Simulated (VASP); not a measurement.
A run of VASP 6.6.1:

INCAR

```
  PREC = Accurate
  ENCUT = 520
  EDIFF = 1E-6
  ISMEAR = -1
  SIGMA = 0.08
  LREAL = False
  LASPH = True
  NELM = 100
  ALGO = Normal
  ISIF = 2
  LWAVE = False
  LCHARG = False
  LDIPOL = True
  IDIPOL = 3
  DIPOL = 0.5 0.5 0.500
  GGA = PE
  NBANDS = 34
```

KPOINTS

```
Automatic mesh
0
Gamma
  12 12 1
```

File POSCAR:

```
Pt4Au
1.0
    2.8080030018      0.0000000000      0.0000000000
    0.0000000000      2.8080030018      0.0000000000
    0.0000000000      0.0000000000     23.9422000000
Pt Au
4 1
Direct
    0.0000000000      0.0000000000      0.3366330712
    0.5000000000      0.5000000000      0.4175861933
    0.5000000000      0.5000000000      0.5824138035
    0.0000000000      0.0000000000      0.6633669312
    0.0000000000      0.0000000000      0.5000000008
```

Potentials or basis: VASP PAW PBE potentials, release 64 (Pt, Au).

Run with:

```console
$ cat potpaw_PBE.64/Pt/POTCAR potpaw_PBE.64/Au/POTCAR > POTCAR
$ mpirun -np 1 vasp_std > vasp.out
```

Hardware: 1 thread of Intel(R) Xeon(R) 6975P-C (Granite Rapids) (shared host).

How long does it take, and how much memory?

It took 2.6 min on 1 thread of Intel(R) Xeon(R) 6975P-C (Granite Rapids) (shared host), peak memory 0.39 GiB. Counts: scf iterations 24, k points 28.
